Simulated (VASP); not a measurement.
## Ti: single point with PBEsol

The system is Ti.

```xyz
3
Lattice="4.5079 0.0000 0.0000 -2.2540 3.9040 0.0000 0.0000 0.0000 2.7945" Properties=species:S:1:pos:R:3 pbc="T T T"
Ti    0.0000    0.0000    0.0000
Ti    0.0000    2.6026    1.3972
Ti    2.2540    1.3013    1.3972
```

```
Program             : VASP 6.6.1
Task                : single point
Functional          : PBEsol
Potentials or basis : VASP PAW PBE potentials, release 64 (Ti_sv)
Cutoff              : 520 eV
k mesh              : 8 × 8 × 11
Occupations         : fermi-dirac, width 0.08 eV
Spin                : no spin polarisation
```

```yaml
Pressure: 0.3 GPa
Band_gap_on_the_k_mesh: zero (band 18 reaches 8.96 eV, above the bottom of band 19 at 8.61 eV)
```

Levels at points of the mesh, in eV from the Fermi level:
| k point | band 15 | band 16 | band 17 | band 18 | band 19 | band 20 | band 21 | band 22 |
| --- | --- | --- | --- | --- | --- | --- | --- | --- |
| (0.00, 0.00, 0.00) | -0.70 | -0.70 | -0.60 | -0.60 | 0.00 | 0.73 | 1.36 | 1.36 |
| (0.50, 0.00, 0.00) | -2.72 | -0.44 | -0.42 | -0.37 | 0.06 | 0.58 | 1.07 | 1.28 |

It took 3.7 min on 1 thread of AMD EPYC 7R13, with other jobs on the host, peak memory 0.18 GiB.

Caveat: the PAW data sets were made with another functional, which shifts forces and pressure a little.
